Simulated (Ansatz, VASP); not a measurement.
Two plane-wave programs on HfN

File INCAR:

```
SYSTEM = HfN
PREC     = Accurate       ! precision mode
ENCUT    = 520            ! plane-wave cutoff, eV
EDIFF    = 1E-6           ! SCF threshold, eV
ISMEAR   = 0              ! smearing method
SIGMA    = 0.15           ! smearing width, eV
LREAL    = .FALSE.        ! projectors in reciprocal space
LASPH    = .TRUE.         ! aspherical terms in the spheres
NELM     = 80             ! most SCF steps
ALGO     = Normal         ! electronic algorithm
ISIF     = 2              ! what is computed and relaxed
LWAVE    = .FALSE.        ! write WAVECAR
LCHARG   = .TRUE.         ! write CHGCAR
GGA      = PS             ! functional
LELF     = .TRUE.         ! ELF
LVHAR    = .TRUE.       
NBANDS   = 23             ! bands
```

The input KPOINTS:

```
Automatic mesh
0
G
  18 18 10
  0 0 0
```

POSCAR

```
HfN
1.0
    3.1277073063      0.0000000000      0.0000000000
   -1.5638536532      2.7086739828      0.0000000000
    0.0000000000      0.0000000000      5.5526640095
Hf N
2 2
Direct
    0.6666666667      0.3333333333      0.7500000000
    0.3333333333      0.6666666667      0.2500000000
    0.0000000000      0.0000000000      0.0000000000
    0.0000000000      0.0000000000      0.5000000000
```

Input for Ansatz:

```yaml
crystal:
  lattice:
    - [3.1277073063, 0.0, 0.0]
    - [-1.5638536532, 2.7086739828, 0.0]
    - [0.0, 0.0, 5.5526640095]
  atoms:
    - { symbol: Hf, position: [0.6666666667, 0.3333333333, 0.75] }
    - { symbol: Hf, position: [0.3333333333, 0.6666666667, 0.25] }
    - { symbol: "N", position: [0.0, 0.0, 0.0] }
    - { symbol: "N", position: [0.0, 0.0, 0.5] }
basis:
  ecutwfc: 420
kpoints:
  mp_grid: { grid: [18, 18, 10] }
hamiltonian:
  xc: pbesol
scf:
  occupations: { method: gaussian, width: 0.15 }
output:
  forces: true
  stress: true
  eigenvalues: true
```

Change from the starting cell: strain +0.000 along x and y, +0.030 along z, atoms carried along.

Alike in both runs: task single point; functional PBEsol; k mesh 18 × 18 × 10; occupations gaussian, width 0.15 eV; no spin polarisation.

|  | VASP | Ansatz |
| --- | --- | --- |
| version | VASP 6.6.1 | Ansatz 0.2.0 |
| potentials or method | VASP PAW PBE potentials, release 64 (Hf_pv, N), cutoff 520 eV | scalar-relativistic, plane waves, PAW |
| valence electrons in the cell | 30 | 62 |

|  | VASP | Ansatz | Ansatz less VASP |
| --- | --- | --- | --- |
| gap on the k mesh at the Fermi level (eV) | none | none | - |
| pressure (GPa) | -9.8 | -7.7 | +2.01 |
| traceless stress, the component that is largest in VASP (GPa) | -7.93 | -7.93 | +0.004 |

VASP's potentials were made for PBE, not for PBEsol. A gap of «none» marks a metal or a gap that the smearing closes. VASP's potentials hold 30 valence electrons a cell and Ansatz's 62, so a difference there can come from the potentials and not from the codes.

Spin-orbit coupling is off throughout.
